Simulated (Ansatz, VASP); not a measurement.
**Li2O: VASP beside Ansatz**

File INCAR:

```
ALGO = Normal ; EDIFF = 1E-6
ENCUT = 750 ; GGA = PE
GGA_COMPAT = F ; ISIF = 2
ISMEAR = 0 ; LASPH = T
LCHARG = F ; LREAL = F
LWAVE = F ; NBANDS = 13
NELM = 120 ; PREC = Accurate
SIGMA = 0.02
```

The input KPOINTS:

```
k-points
0
Gamma
  8 8 8
```

File POSCAR:

```
Li2O
1.0
    0.0000000000      2.2801192741      2.2801192741
    2.2801192741      0.0000000000      2.2801192741
    2.2801192741      2.2801192741      0.0000000000
O Li
1 2
Direct
    0.0000000000      0.0000000000      0.0000000000
    0.2500000000      0.2500000000      0.2500000000
    0.7500000000      0.7500000000      0.7500000000
```

Input for Ansatz:

```yaml
crystal:
  lattice:
    - [0.0, 2.2801192741, 2.2801192741]
    - [2.2801192741, 0.0, 2.2801192741]
    - [2.2801192741, 2.2801192741, 0.0]
  atoms:
    - { symbol: O, position: [0.0, 0.0, 0.0] }
    - { symbol: Li, position: [0.25, 0.25, 0.25] }
    - { symbol: Li, position: [0.75, 0.75, 0.75] }
basis:
  ecutwfc: 420
kpoints:
  mp_grid: { grid: [8, 8, 8] }
  band_path:
    path:
      - [[0.0, 0.0, 0.0], [0.5, 0.0, 0.5], [0.625, 0.25, 0.625]]
      - [[0.375, 0.375, 0.75], [0.0, 0.0, 0.0], [0.5, 0.5, 0.5], [0.5, 0.25, 0.75], [0.5, 0.0, 0.5]]
    npoints: 10
hamiltonian:
  xc: pbe
  pseudopotentials: { kind: paw, azcp: { folder: soft_1 } }
scf:
  occupations: { method: gaussian, width: 0.02 }
  n_extra_bands: 7
output:
  forces: true
  stress: true
  eigenvalues: true
```

Alike in both runs: task single point; functional PBE; k mesh 8 × 8 × 8; occupations gaussian, width 0.02 eV; no spin polarisation.

|  | VASP | Ansatz |
| --- | --- | --- |
| version | VASP 6.6.1 | Ansatz 0.2.0 |
| potentials or method | VASP PAW PBE potentials, release 64 (O, Li_sv), cutoff 750 eV | scalar-relativistic, plane waves, PAW |
| valence electrons in the cell | 12 | 12 |

Ansatz gave:

```
gap on the k mesh at the Fermi level (eV) : 5.07
least direct gap on the mesh (eV)         : 5.56
pressure (GPa)                            : 3.6
```

Which values does VASP return?

gap on the k mesh at the Fermi level (eV): 5.05; least direct gap on the mesh (eV): 5.56; pressure (GPa): 3.4.
